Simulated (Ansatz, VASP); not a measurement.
ScAl3: VASP beside Ansatz

The input INCAR:

```
SYSTEM = ScAl3
ALGO = Fast
EDIFF = 1E-6
ENCUT = 520
GGA = PE
ISIF = 2
ISMEAR = 0
LASPH = .True.
LCHARG = .True.
LELF = .True.
LREAL = .False.
LVHAR = .True.
LWAVE = .False.
NBANDS = 18
NELM = 100
PREC = Accurate
SIGMA = 0.1
```

Contents of KPOINTS:

```
k-points
0
Gamma
  2 2 2
  0 0 0
```

File POSCAR:

```
ScAl3
1.0
   -2.0127950000      2.0127950000      4.4231960000
    2.0127950000     -2.0127950000      4.4231960000
    2.0127950000      2.0127950000     -4.4231960000
Sc Al
1 3
Direct
    0.0000000000      0.0000000000      0.0000000000
    0.7500000000      0.2500000000      0.5000000000
    0.2500000000      0.7500000000      0.5000000000
    0.5000000000      0.5000000000      0.0000000000
```

Input for Ansatz:

```yaml
crystal:
  lattice:
    - [-2.012795, 2.012795, 4.423196]
    - [2.012795, -2.012795, 4.423196]
    - [2.012795, 2.012795, -4.423196]
  atoms:
    - { symbol: Sc, position: [0.0, 0.0, 0.0] }
    - { symbol: Al, position: [0.75, 0.25, 0.5] }
    - { symbol: Al, position: [0.25, 0.75, 0.5] }
    - { symbol: Al, position: [0.5, 0.5, 0.0] }
basis:
  ecutwfc: 420
  xc_grid: 4
kpoints:
  mp_grid: { grid: [2, 2, 2] }
hamiltonian:
  xc: pbe
scf:
  occupations: { method: gaussian, width: 0.1 }
  mixing: { ndim: 2, preconditioner: ldos }
  initial_density: { chi_scale: 0, normalization: atom }
  max_iter: 60
output:
  forces: true
  stress: true
  eigenvalues: true
```

Alike in both runs: task single point; functional PBE; k mesh 2 × 2 × 2; occupations gaussian, width 0.1 eV; no spin polarisation.

```csv
,VASP,Ansatz
version,VASP 6.6.1,Ansatz 0.2.0
potentials or method,"VASP PAW PBE potentials, release 64 (Sc_sv, Al), cutoff 520 eV","scalar-relativistic, plane waves, PAW"
valence electrons in the cell,20,20
```

|  | VASP | Ansatz | Ansatz less VASP |
| --- | --- | --- | --- |
| gap on the k mesh at the Fermi level (eV) | none | none | - |
| pressure (GPa) | -1.6 | -1.6 | +0.01 |
| traceless stress, the component that is largest in VASP (GPa) | -0.71 | -0.72 | -0.016 |

A gap of «none» marks a metal or a gap that the smearing closes. The functional is the same, so the differences come from potentials, cutoffs and numerics.

The k mesh is coarse, so the values compare programs but aren't converged.
